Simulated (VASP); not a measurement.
Wanted: the native input for a VASP 6.6.1 run.

| Item | Value |
| --- | --- |
| Task | single point |
| Functional | PBE |
| Dispersion | D3(BJ) |
| Potentials or basis | VASP PAW PBE potentials, release 64 (B, N) |
| Cutoff | 520 eV |
| k mesh | 12 × 12 × 4 |
| Occupations | gaussian, width 0.05 eV |
| Spin | no spin polarisation |
| Dipole correction | no |
| Further INCAR settings | ALGO = Normal; EDIFF = 1e-06; NBANDS = 16 |

The structure of BN lies in POSCAR:

```
BN
1.0
    2.5061233057      0.0000000000      0.0000000000
   -1.2530616528      2.1703664477      0.0000000000
    0.0000000000      0.0000000000      6.5973571420
B N
2 2
Direct
    0.0000000000      0.0000000000      0.4708974373
    0.3333333333      0.6666666667      0.0000000000
    0.0000000000      0.0000000000      0.0000000000
    0.6666666667      0.3333333333      0.5000000000
```

This cell differs from its parent crystal: atom 1 (B) moved by +0.000 Å along [1 2 0] and -0.192 Å along [0 0 1].

One way to write it, as run:

INCAR

```
SYSTEM = BN
PREC = Accurate
ENCUT = 520
EDIFF = 1E-6
ISMEAR = 0
SIGMA = 0.05
LREAL = .FALSE.
LASPH = .TRUE.
NELM = 60
ALGO = Normal
ISIF = 2
LWAVE = .FALSE.
LCHARG = .FALSE.
GGA = PE
IVDW = 12
NBANDS = 16
```

KPOINTS

```
regular mesh
0
G
  12 12 4
  0 0 0
```

Potentials or basis: VASP PAW PBE potentials, release 64 (B, N).

Command:

```bash
$ cat potpaw_PBE.64/B/POTCAR potpaw_PBE.64/N/POTCAR > POTCAR
$ mpirun -np 1 vasp_std > vasp.out
```

Results of the run:

The pressure is -1.1 GPa. The largest force is 2.578 eV/Å, the band gap on the k mesh is 4.18 eV (least direct gap 4.34 eV) and the dispersion energy per atom is -0.142 eV.

Caveat: the cell differs from its parent crystal (atom 1 (B) moved by +0.000 Å along [1 2 0] and -0.192 Å along [0 0 1]); forces of over 1 eV/Å act on the atoms, so gaps and moduli don't describe the material at rest.

It took 61 s on 1 thread of Intel Xeon 8259CL, on a shared host, peak memory 0.18 GiB.
